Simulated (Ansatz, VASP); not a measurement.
## GaSb in VASP and in Ansatz

Contents of INCAR:

```
SYSTEM = GaSb
PREC = Accurate
ENCUT = 520
EDIFF = 1E-7
ISMEAR = 0
SIGMA = 0.15
LREAL = .False.
LASPH = .True.
NELM = 100
ALGO = Normal
ISIF = 2
LWAVE = .False.
LCHARG = .True.
GGA = PE
LELF = .True.
LVHAR = .True.
NBANDS = 16
```

The input KPOINTS:

```
Automatic mesh
0
Gamma
  14 14 14
  0 0 0
```

File POSCAR:

```
GaSb
1.0
    0.0000000000      3.0131150000      3.0590000000
    3.0590000000      0.0000000000      3.0590000000
    3.0590000000      3.0131150000      0.0000000000
Ga Sb
1 1
Direct
    0.0000000000      0.0000000000      0.0000000000
    0.7500000000      0.7500000000      0.7500000000
```

Input for Ansatz:

```yaml
crystal:
  lattice:
    - [0.0, 3.013115, 3.059]
    - [3.059, 0.0, 3.059]
    - [3.059, 3.013115, 0.0]
  atoms:
    - { symbol: Ga, position: [0.0, 0.0, 0.0] }
    - { symbol: Sb, position: [0.75, 0.75, 0.75] }
basis:
  ecutwfc: 420
kpoints:
  mp_grid: { grid: [14, 14, 14] }
hamiltonian:
  xc: pbe
scf:
  occupations: { method: gaussian, width: 0.15 }
output:
  forces: true
  stress: true
  eigenvalues: true
```

Change from the starting cell: strain -0.0150 x Voigt [0, 1, 0, 0, 0, 0], atoms carried along.

Alike in both runs: task single point; functional PBE; k mesh 14 × 14 × 14; occupations gaussian, width 0.15 eV; no spin polarisation.

```csv
,VASP,Ansatz
version,VASP 6.6.1,Ansatz 0.2.0
potentials or method,"VASP PAW PBE potentials, release 64 (Ga_d, Sb), cutoff 520 eV","scalar-relativistic, plane waves, PAW"
valence electrons in the cell,18,28
```

|  | VASP | Ansatz | Ansatz less VASP |
| --- | --- | --- | --- |
| gap on the k mesh at the Fermi level (eV) | none | none | - |
| pressure (GPa) | 3.3 | 3.2 | -0.09 |
| traceless stress, the component that is largest in VASP (GPa) | 0.42 | 0.42 | +0.002 |

A gap of «none» marks a metal or a gap that the smearing closes. The functional is the same, so the differences come from potentials, cutoffs and numerics. VASP's potentials hold 18 valence electrons a cell and Ansatz's 28, so a difference there can come from the potentials and not from the codes.

Spin-orbit coupling is off throughout.
